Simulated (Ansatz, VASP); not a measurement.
## Be in VASP and in Ansatz

Contents of INCAR:

```
PREC = Accurate
ENCUT = 520
EDIFF = 1E-6
ISMEAR = -1
SIGMA = 0.05
LREAL = False
LASPH = True
NELM = 60
ALGO = Normal
ISIF = 2
LWAVE = False
LCHARG = False
GGA = CA
NBANDS = 9
```

KPOINTS

```
Automatic mesh
0
Gamma
  13 13 8
```

POSCAR

```
Be
1.0
    2.2853000000      0.0000000000      0.0000000000
   -1.1426500000      1.9791278553      0.0000000000
    0.0000000000      0.0000000000      3.5842000000
Be
2
Direct
    0.6666666667      0.3333333333      0.7500000000
    0.3333333333      0.6666666667      0.2500000000
```

File input.yaml:

```yaml
crystal:
  lattice:
    - [2.2853, 0.0, 0.0]
    - [-1.14265, 1.9791278553, 0.0]
    - [0.0, 0.0, 3.5842]
  atoms:
    - { symbol: Be, position: [0.6666666667, 0.3333333333, 0.75] }
    - { symbol: Be, position: [0.3333333333, 0.6666666667, 0.25] }
hamiltonian:
  xc: lda
  pseudopotentials: { kind: paw }
kpoints:
  mp_grid: { grid: [13, 13, 8] }
scf:
  occupations: { method: fermi_dirac, width: 0.05 }
output:
  forces: true
  stress: true
  eigenvalues: true
```

Alike in both runs: task single point; functional LDA; k mesh 13 × 13 × 8; occupations fermi-dirac, width 0.05 eV; no spin polarisation.

|  | VASP | Ansatz |
| --- | --- | --- |
| version | VASP 6.6.1 | Ansatz 0.2.0 |
| potentials or method | VASP PAW LDA potentials, release 64 (Be) | Ansatz PAW |
| plane-wave cutoff (eV) | 520 | 420 |
| valence electrons in the cell | 4 | 4 |

Ansatz gave:

- gap on the k mesh at the Fermi level (eV): none
- pressure (GPa): -8.2
- traceless stress, the component that is largest in VASP (GPa): -0.78

Question: Estimate VASP's values.

Answer: gap on the k mesh at the Fermi level (eV): none; pressure (GPa): -7.8; traceless stress, the component that is largest in VASP (GPa): -0.78.

LDA's correlation is that of Perdew and Zunger in VASP and of Perdew and Wang (1992) in Ansatz. A gap of «none» marks a metal or a gap that the smearing closes.
